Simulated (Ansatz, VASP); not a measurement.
# One calculation of KZr2, two programs

File INCAR:

```
SYSTEM = KZr2
PREC = Accurate
ENCUT = 520
EDIFF = 1E-6
ISMEAR = -1
SIGMA = 0.05
LREAL = .FALSE.
LASPH = .TRUE.
NELM = 80
ALGO = Fast
ISIF = 2
LWAVE = .FALSE.
LCHARG = .TRUE.
GGA = B5
ALDAX = 1.0
AGGAX = 1.0
AGGAC = 1.0
ALDAC = 0.0
LELF = .TRUE.
LVHAR = .TRUE.
NBANDS = 24
```

File KPOINTS:

```
Automatic mesh
0
G
  7 7 7
  0 0 0
```

Contents of POSCAR:

```
KZr2
1.0
    0.0000000000      3.5791200000      3.5791200000
    3.5791200000      0.0000000000      3.5791200000
    3.5791200000      3.5791200000      0.0000000000
K Zr
1 2
Direct
    0.0000000000      0.0000000000      0.0000000000
    0.2500000000      0.2500000000      0.2500000000
    0.7500000000      0.7500000000      0.7500000000
```

The input input.yaml:

```yaml
crystal:
  lattice:
    - [0.0, 3.57912, 3.57912]
    - [3.57912, 0.0, 3.57912]
    - [3.57912, 3.57912, 0.0]
  atoms:
    - { symbol: K, position: [0.0, 0.0, 0.0] }
    - { symbol: Zr, position: [0.25, 0.25, 0.25] }
    - { symbol: Zr, position: [0.75, 0.75, 0.75] }
hamiltonian:
  xc: blyp
  pseudopotentials: { kind: paw }
kpoints:
  mp_grid: { grid: [7, 7, 7] }
  band_path:
    path:
      - [[0.0, 0.0, 0.0], [0.5, 0.0, 0.5], [0.5, 0.25, 0.75], [0.375, 0.375, 0.75], [0.0, 0.0, 0.0], [0.5, 0.5, 0.5], [0.625, 0.25, 0.625], [0.5, 0.25, 0.75], [0.5, 0.5, 0.5], [0.375, 0.375, 0.75]]
      - [[0.625, 0.25, 0.625], [0.5, 0.0, 0.5]]
    npoints: 14
scf:
  occupations: { method: fermi_dirac, width: 0.05 }
  n_extra_bands: 7
output:
  forces: true
  stress: true
  eigenvalues: true
  fatbands: false
```

Alike in both runs: functional BLYP; k mesh 7 × 7 × 7; occupations fermi-dirac, width 0.05 eV; no spin polarisation.

```csv
,VASP,Ansatz
version,VASP 6.6.1,Ansatz 0.2.0
potentials or method,"VASP PAW PBE potentials, release 64 (K_sv, Zr_sv)",Ansatz PAW
plane-wave cutoff (eV),520,420
valence electrons in the cell,33,33
task,single point,band structure
```

Ansatz gave:

* gap on the k mesh at the Fermi level (eV): none
* pressure (GPa): 1.8

Task: What did VASP give for the same quantities?

Result: gap on the k mesh at the Fermi level (eV): none; pressure (GPa): 1.9.

VASP's potentials were made for PBE, not for BLYP. A gap of «none» marks a metal or a gap that the smearing closes.
